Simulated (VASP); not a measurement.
# C (I4_1/amd) in VASP: a series of runs

The runs below take C through single point, with r2SCAN.

Everything below comes from runs of VASP 6.6.1. Logs are shortened: lines on timing, memory, paths and dates and some standing lists are left out, and cuts for length are marked.

## (1) The cell of the first run

Symmetry: I4_1/amd, No. 141, tetragonal system. Conventional cell: a = 2.658 Å, b = 2.658 Å, c = 3.195 Å, α = 90.00°, β = 90.00°, γ = 90.00°. C (site symmetry -4m2) has 4 C at 1.55 Å within 2.1 Å.

## (2) Single point, r2SCAN

File POSCAR:

```
C
1.0
    0.0000000000      1.8792371979      1.5973516182
    1.8792371979      0.0000000000      1.5973516182
    1.8792371979      1.8792371979      0.0000000000
C
2
Direct
    0.5000000000      0.5000000000      0.5000000000
    0.7500000000      0.7500000000      0.7500000000
```

File INCAR.step1:

```
PREC = Accurate
ENCUT = 520
ISMEAR = 0
SIGMA = 0.05
LREAL = False
LASPH = True
NELM = 100
NBANDS = 11
GGA = PE
ALGO = Normal
EDIFF = 1E-4
LWAVE = True
LCHARG = False
```

File INCAR.step2:

```
PREC = Accurate
ENCUT = 520
EDIFF = 1E-6
ISMEAR = 0
SIGMA = 0.05
LREAL = False
LASPH = True
NELM = 100
ALGO = Normal
ISIF = 2
LWAVE = False
LCHARG = True
METAGGA = R2SCAN
LMIXTAU = True
LELF = True
LVHAR = True
NBANDS = 11
ISTART = 1
```

File KPOINTS:

```
Automatic mesh
0
Gamma
  12 12 12
```

Potentials or basis: VASP PAW PBE potentials, release 64 (C).

Started as:

```bash
$ cat potpaw_PBE.64/C/POTCAR > POTCAR
$ cp INCAR.step1 INCAR
$ mpirun -np 1 vasp_std > vasp.out
$ cp INCAR.step2 INCAR
$ mpirun -np 1 vasp_std > vasp.out
```

OUTCAR:

```text
PREC = Accurate
   ENCUT = 520
   EDIFF = 1E-6
   ISMEAR = 0
   LREAL = False
   LASPH = True
   NELM = 100
   ISIF = 2
   METAGGA = R2SCAN
   ISTART = 1

 ion  position               nearest neighbor table
   1  0.500  0.500  0.500-   2 1.55   2 1.55   2 1.55   2 1.55
   2  0.750  0.750  0.750-   1 1.55   1 1.55   1 1.55   1 1.55

  LATTYP: Found a body centered tetragonal cell.
 ALAT       =     2.6576427322
 C/A-ratio  =     1.2020815280

  Lattice vectors:

 A1 = (   0.0000000000,  -1.8792371979,  -1.5973516182)
 A2 = (   0.0000000000,   1.8792371979,  -1.5973516182)
 A3 = (   1.8792371979,   0.0000000000,   1.5973516182)

Analysis of symmetry for initial positions (statically):
=====================================================================
 Subroutine PRICEL returns:
 Original cell was already a primitive cell.

 Routine SETGRP: Setting up the symmetry group for a
 body centered tetragonal supercell.

 Subroutine GETGRP returns: Found 16 space group operations
 (whereof  8 operations were pure point group operations)
 out of a pool of 16 trial point group operations.

The static configuration has the point symmetry D_2d.
 The point group associated with its full space group is D_4h.

Analysis of symmetry for dynamics (positions and initial velocities):
=====================================================================
 Subroutine PRICEL returns:
 Original cell was already a primitive cell.

 Routine SETGRP: Setting up the symmetry group for a
 body centered tetragonal supercell.

 Subroutine GETGRP returns: Found 16 space group operations
 (whereof  8 operations were pure point group operations)
 out of a pool of 16 trial point group operations.

The dynamic configuration has the point symmetry D_2d.
 The point group associated with its full space group is D_4h.

 Subroutine INISYM returns: Found 16 space group operations
 (whereof  8 operations are pure point group operations),
 and found     1 'primitive' translations

----------------------------------------------------------------------------------------

                                     Primitive cell

  volume of cell :      11.2822

  direct lattice vectors                    reciprocal lattice vectors
     0.000000000  1.879237198  1.597351618    -0.266065402  0.266065402  0.313018120
     1.879237198  0.000000000  1.597351618     0.266065402 -0.266065402  0.313018120
     1.879237198  1.879237198  0.000000000     0.266065402  0.266065402 -0.313018120

  length of vectors
     2.466386960  2.466386960  2.657642732     0.489450650  0.489450650  0.489450650

  position of ions in fractional coordinates (direct lattice)
     0.500000000  0.500000000  0.500000000
     0.750000000  0.750000000  0.750000000

  ion indices of the primitive-cell ions
   primitive index   ion index
                 1           1
                 2           2

----------------------------------------------------------------------------------------

 KPOINTS: Automatic mesh

Automatic generation of k-mesh.
 Grid dimensions read from file:
 generate k-points for:   12   12   12

 Generating k-lattice:

  Cartesian coordinates                     Fractional coordinates (reciprocal lattice)
    -0.022172117  0.022172117  0.026084843     0.083333333  0.000000000  0.000000000
     0.022172117 -0.022172117  0.026084843     0.000000000  0.083333333  0.000000000
     0.022172117  0.022172117 -0.026084843     0.000000000  0.000000000  0.083333333

  Length of vectors
     0.040787554  0.040787554  0.040787554

  Shift w.r.t. Gamma in fractional coordinates (k-lattice)
     0.000000000  0.000000000  0.000000000

 Subroutine IBZKPT returns following result:
 ===========================================

 Found    163 irreducible k-points:

 Following reciprocal coordinates:
            Coordinates               Weight
  0.000000  0.000000  0.000000      1.000000
  0.083333  0.000000  0.000000      8.000000
  0.166667  0.000000  0.000000      8.000000
  0.250000 -0.000000  0.000000      8.000000
  0.333333  0.000000  0.000000      8.000000
  0.416667  0.000000  0.000000      8.000000
[... 16 lines left out ...]
  0.500000  0.166667  0.000000      8.000000
 -0.416667  0.166667  0.000000      8.000000
 [... further k-points ...]
   k-points           NKPTS =    163   k-points in BZ     NKDIM =    163   number of bands    NBANDS=     11
   number of dos      NEDOS =    301   number of ions     NIONS =      2
   total plane-waves  NPLWV =   6480
   dimension x,y,z NGX =    18 NGY =   18 NGZ =   20
   dimension x,y,z NGXF=    36 NGYF=   36 NGZF=   40
   ions per type =               2
   NGX,Y,Z   is equivalent  to a cutoff of  12.13, 12.13, 12.51 a.u.
   NGXF,Y,Z  is equivalent  to a cutoff of  24.27, 24.27, 25.02 a.u.
 SYSTEM =  unknown system
   PREC   = accura    normal or accurate (medium, high low for compatibility)
   ISTART =      1    job   : 0-new  1-cont  2-samecut
   ICHARG =      0    charge: 1-file 2-atom 10-const
   ISPIN  =      1    spin polarized calculation?
   LNONCOLLINEAR =      F non collinear calculations
   LSORBIT =      F    spin-orbit coupling
   LASPH  =      T    aspherical Exc in radial PAW
   ENCUT  =  520.0 eV  38.22 Ry    6.18 a.u.   4.59  4.59  4.94*2*pi/ulx,y,z
   NELM   =    100;   NELMIN=  2; NELMDL=  0     # of ELM steps
   EDIFF  = 0.1E-05   stopping-criterion for ELM
   LREAL  =      F    real-space projection
   EDIFFG = 0.1E-04   stopping-criterion for IOM
   NSW    =      0    number of steps for IOM
   IBRION =     -1    ionic relax: 0-MD 1-quasi-New 2-CG
   NFREE  =      0    steps in history (QN), initial steepest desc. (CG)
   ISIF   =      2    stress and relaxation
   ISYM   =      2    0-nonsym 1-usesym 2-fastsym
   POTIM  = 0.5000    time-step for ionic-motion
   TEBEG  =    0.0;   TEEND  =   0.0 temperature during run
   PSTRESS=    0.0 pullay stress
   NELECT =       8.0000    total number of electrons
   NUPDOWN=      -1.0000    fix difference up-down
   EMIN   =  10.00;   EMAX   =-10.00  energy-range for DOS
   EFERMI =   0.00;   METHOD = LEGACY
   ISMEAR =     0;   SIGMA  =   0.05  broadening in eV -4-tet -1-fermi 0-gaus
   EFERMI_NEDOS =   21; number of points for ismear=-14 and -15
   IALGO  =     38    algorithm
   IMIX   =      4    mixing-type and parameters
     AMIX     =   0.40;   BMIX     =  1.00
     AMIX_MAG =   1.60;   BMIX_MAG =  1.00
  volume/ion in A,a.u.               =       5.64        38.07
  Fermi-wavevector in a.u.,A,eV,Ry     =   1.459846  2.758708 28.996044  2.131149
  Thomas-Fermi vector in A             =   2.576365
   LORBIT       =      0    0 simple, 1 ext, 2 COOP (PROOUT), +10 PAW based schemes
   METAGGA = R2SCAN    functional components
   LHFCALC =     F    Hartree Fock is set to
   AEXX    =    0.0000 exact exchange contribution
   IVDW    =     0    specifies the selected vdW correction
   LEPSILON=     F    determine dielectric tensor
   LRPA    =     F    only Hartree local field effects (RPA)
 non-spin polarized calculation
 Gauss-broadening in eV      SIGMA  =   0.05
  energy-cutoff  :      520.00
  volume of cell :       11.28
 maximum number of plane-waves:       311
   NGX =  9   NGY =  9   NGZ =  9

 number of electron       8.0000001 magnetization

 Free energy of the ion-electron system (eV)
  ---------------------------------------------------
  ext. energy  EPLUGINS =         0.00000000
  ---------------------------------------------------
  free energy    TOTEN  =       -19.11407027 eV

  energy without entropy =      -19.11407027  energy(sigma->0) =      -19.11407027

 E-fermi :  11.4262     XC(G=0): -14.3154

 val. band max:       11.2716413556   @ k =   0.0000   0.0000   0.0000
 cond. band min:      11.5859453712   @ k =   0.4167   0.4167   0.0000
 fundamental gap:      0.3143040156
 Fermi energy:        11.4261738486

 k-point     1 :       0.0000    0.0000    0.0000
  band No.  band energies     occupation
      1     -12.9295      2.00000
      2       9.1048      2.00000
      3       9.1048      2.00000
      4      11.2716      1.99999
      5      14.5184      0.00000
      6      16.6743      0.00000
      7      16.6743      0.00000
      8      23.4388      0.00000
      9      30.6300      0.00000
     10      33.1706      0.00000
     11      36.1637      0.00000

 k-point     2 :       0.0833    0.0000    0.0000
  band No.  band energies     occupation
      1     -12.7247      2.00000
      2       8.1948      2.00000
      3       8.7275      2.00000
      4      10.6341      2.00000
      5      14.8537      0.00000
      6      17.0362      0.00000
      7      17.4278      0.00000
      8      23.6631      0.00000
      9      30.9678      0.00000
     10      32.2041      0.00000
     11      34.2332      0.00000

 k-point     3 :       0.1667    0.0000    0.0000
  band No.  band energies     occupation
      1     -12.1130      2.00000
      2       5.8266      2.00000
      3       7.8720      2.00000
      4       9.7484      2.00000
      5      15.4895      0.00000
      6      17.7261      0.00000
      7      18.7310      0.00000
      8      24.3364      0.00000
      9      31.3667      0.00000
     10      31.5731      0.00000
     11      33.2871      0.00000

 k-point     4 :       0.2500   -0.0000    0.0000
  band No.  band energies     occupation
      1     -11.1038      2.00000
      2       2.9198      2.00000
      3       6.9500      2.00000
      4       9.0458      2.00000
      5      15.9720      0.00000
      6      18.1481      0.00000
      7      19.9224      0.00000
      8      25.3194      0.00000
      9      31.0952      0.00000
     10      32.2883      0.00000
     11      34.0187      0.00000
[... 239 lines left out ...]
 k-point    22 :       0.4167    0.1667    0.0000
  band No.  band energies     occupation
      1      -7.9406      2.00000
      2      -1.0498      2.00000
      3       4.2642      2.00000
      4       6.8458      2.00000
      5      14.7092      0.00000
      6      20.9326      0.00000
      7      21.1583      0.00000
      8      23.0361      0.00000
      9      33.9461      0.00000
     10      35.2046      0.00000
     11      38.6160      0.00000

 k-point    23 :       0.5000    0.1667    0.0000
  band No.  band energies     occupation
      1      -6.3605      2.00000
      2      -3.1988      2.00000
      3       4.2354      2.00000
      4       6.2118      2.00000
      5      15.1252      0.00000
      6      20.6520      0.00000
      7      22.2662      0.00000
      8      23.4087      0.00000
      9      32.5949      0.00000
     10      35.6167      0.00000
     11      38.1382      0.00000

 k-point    24 :      -0.4167    0.1667    0.0000
  band No.  band energies     occupation
      1      -6.7130      2.00000
      2      -2.7965      2.00000
      3       4.5582      2.00000
      4       5.7019      2.00000
      5      15.3992      0.00000
      6      20.3706      0.00000
      7      22.8410      0.00000
      8      24.7581      0.00000
      9      30.7304      0.00000
     10      35.3834      0.00000
     11      35.4292      0.00000

 [... further k-points ...]
[... 5 lines left out ...]
  --------------------------------------------------------------------------------------
  -------------------------------------------------------------------------------------
  Total       -2.9995012     -2.9995012      6.3888568      0.0000000      0.0000000      0.0000000
  in kB     -425.9571368   -425.9571368    907.2772407      0.0000000      0.0000000      0.0000000
  external PRESSURE =      18.4543224 kB  Pullay stress =       0.0000000 kB

 VOLUME and BASIS-vectors are now :
 -----------------------------------------------------------------------------
  energy-cutoff  :      520.00
  volume of cell :       11.28
      direct lattice vectors                 reciprocal lattice vectors
     0.000000000  1.879237198  1.597351618    -0.266065402  0.266065402  0.313018120
     1.879237198  0.000000000  1.597351618     0.266065402 -0.266065402  0.313018120
     1.879237198  1.879237198  0.000000000     0.266065402  0.266065402 -0.313018120

 POSITION                                       TOTAL-FORCE (eV/Angst)
 -----------------------------------------------------------------------------------
      1.87924      1.87924      1.59735        -0.000000     -0.000000     -0.000000
      2.81886      2.81886      2.39603         0.000000      0.000000      0.000000
 -----------------------------------------------------------------------------------
    total drift:                                0.000000     -0.000000      0.000000

  FREE ENERGIE OF THE ION-ELECTRON SYSTEM (eV)
  ---------------------------------------------------
  free  energy   TOTEN  =       -19.1140702696 eV

  energy  without entropy=      -19.1140702672  energy(sigma->0) =      -19.11407027
```

Wall time 40 s (1 thread of AMD EPYC 9R45 (Zen 5), shared host); peak memory 0.09 GiB.

Results:

```yaml
Free_energy: -19.1141 eV
Pressure: 1.8 GPa
Band_gap_on_the_k_mesh: 0.31 eV, indirect (least direct gap 3.25 eV)
```

Caveat: the PAW data sets were made with another functional, which shifts forces and pressure a little. A k mesh can miss the band edges.

## (3) Single point, r2SCAN

This run uses another cell than the first one, of the same volume but with other edges.

File POSCAR:

```
C
1.0
    0.0000000000      1.6751774835      2.0102129802
    1.6751774835      0.0000000000      2.0102129802
    1.6751774835      1.6751774835      0.0000000000
C
2
Direct
    0.5000000000      0.5000000000      0.5000000000
    0.7500000000      0.7500000000      0.7500000000
```

File INCAR.step1:

```
SYSTEM = C
PREC = Accurate ; ENCUT = 520
ISMEAR = 0 ; SIGMA = 0.05
LREAL = .FALSE. ; LASPH = .TRUE.
NELM = 60 ; NBANDS = 11
GGA = PE ; ALGO = Normal
EDIFF = 1E-4 ; LWAVE = .TRUE.
LCHARG = .FALSE.
```

File INCAR.step2:

```
SYSTEM = C
PREC = Accurate ; ENCUT = 520
EDIFF = 1E-7 ; ISMEAR = 0
SIGMA = 0.05 ; LREAL = .FALSE.
LASPH = .TRUE. ; NELM = 60
ALGO = Normal ; ISIF = 2
LWAVE = .FALSE. ; LCHARG = .FALSE.
METAGGA = R2SCAN ; LMIXTAU = .TRUE.
NBANDS = 11 ; ISTART = 1
```

File KPOINTS:

```
regular mesh
0
G
  12 12 12
  0 0 0
```

Potentials or basis: VASP PAW PBE potentials, release 64 (C).

Started as:

```bash
$ cat potpaw_PBE.64/C/POTCAR > POTCAR
$ cp INCAR.step1 INCAR
$ mpirun -np 1 vasp_std > vasp.out
$ cp INCAR.step2 INCAR
$ mpirun -np 1 vasp_std > vasp.out
```

Run time: 46 s. Hardware: 1 thread of AMD EPYC 9R45 (Zen 5), shared host; peak memory 0.09 GiB.

Results (log left out):

```yaml
Free_energy: -18.7931 eV
Pressure: 2.9 GPa
Band_gap_on_the_k_mesh: 1.97 eV, indirect (least direct gap 4.20 eV)
```

Stress tensor (GPa, compression positive):
```
  73.55    0.00    0.00
   0.00   73.55    0.00
   0.00    0.00 -138.33
```

Levels at points of the mesh, in eV from the valence-band top:
```tsv
k point	band 2	band 3	band 4	band 5	band 6	band 7
(0.00, 0.00, 0.00)	-3.48	0.00	0.00	4.20	4.20	6.62
(0.50, 0.00, 0.00)	-15.18	-5.96	-2.16	3.87	8.45	11.18
(0.50, 0.50, 0.00)	-16.59	-5.77	-5.77	6.98	6.98	15.71
(0.50, 0.00, 0.50)	-13.71	-8.51	-8.51	2.59	2.59	15.33
```

Caveat: the PAW data sets were made with another functional, which shifts forces and pressure a little. A k mesh can miss the band edges.

## (4) Single point, r2SCAN

This run uses another cell than the first one, of the same volume but with other edges.

File POSCAR:

```
C
1.0
    0.0000000000      1.9338511424      1.5084038911
    1.9338511424      0.0000000000      1.5084038911
    1.9338511424      1.9338511424      0.0000000000
C
2
Direct
    0.5000000000      0.5000000000      0.5000000000
    0.7500000000      0.7500000000      0.7500000000
```

File INCAR.step1:

```
PREC = Accurate
ENCUT = 520
ISMEAR = 0
SIGMA = 0.05
LREAL = False
LASPH = True
NELM = 60
NBANDS = 11
GGA = PE
ALGO = Normal
EDIFF = 1E-4
LWAVE = True
LCHARG = False
```

File INCAR.step2:

```
PREC = Accurate
ENCUT = 520
EDIFF = 1E-6
ISMEAR = 0
SIGMA = 0.05
LREAL = False
LASPH = True
NELM = 60
ALGO = Normal
ISIF = 2
LWAVE = False
LCHARG = True
METAGGA = R2SCAN
LMIXTAU = True
LELF = True
LVHAR = True
NBANDS = 11
ISTART = 1
```

File KPOINTS:

```
Automatic mesh
0
Gamma
  12 12 12
```

Started as:

```bash
$ cat potpaw_PBE.64/C/POTCAR > POTCAR
$ cp INCAR.step1 INCAR
$ mpirun -np 1 vasp_std > vasp.out
$ cp INCAR.step2 INCAR
$ mpirun -np 1 vasp_std > vasp.out
```

Wall time 37 s (1 thread of AMD EPYC 9R45 (Zen 5), shared host); peak memory 0.09 GiB.

It converged, with:

```
Free energy            : -18.4814 eV
Pressure               : 2.5 GPa
Band gap on the k mesh : zero (band 4 reaches 11.92 eV, above the bottom of band 5 at 10.30 eV)
```

Stress tensor (GPa, compression positive):
```
-56.27   0.00   0.00
  0.00 -56.27   0.00
  0.00   0.00 120.16
```

Levels at points of the mesh, in eV from the Fermi level:
```
           k point  band 1  band 2  band 3  band 4  band 5  band 6  band 7  band 8
(0.00, 0.00, 0.00)  -23.81   -2.10   -2.10    0.99    3.28    6.51    6.51   12.11
(0.50, 0.00, 0.00)  -17.56  -14.96   -5.84   -2.37    4.01    6.65   11.57   16.26
(0.50, 0.50, 0.00)  -11.83  -11.83   -9.90   -9.90    0.34    0.34   17.24   17.24
(0.50, 0.00, 0.50)  -15.84  -15.84   -5.93   -5.93    6.57    6.57   13.93   13.93
```

Caveat: the PAW data sets were made with another functional, which shifts forces and pressure a little.

(Part 1 of 2 ends here.)
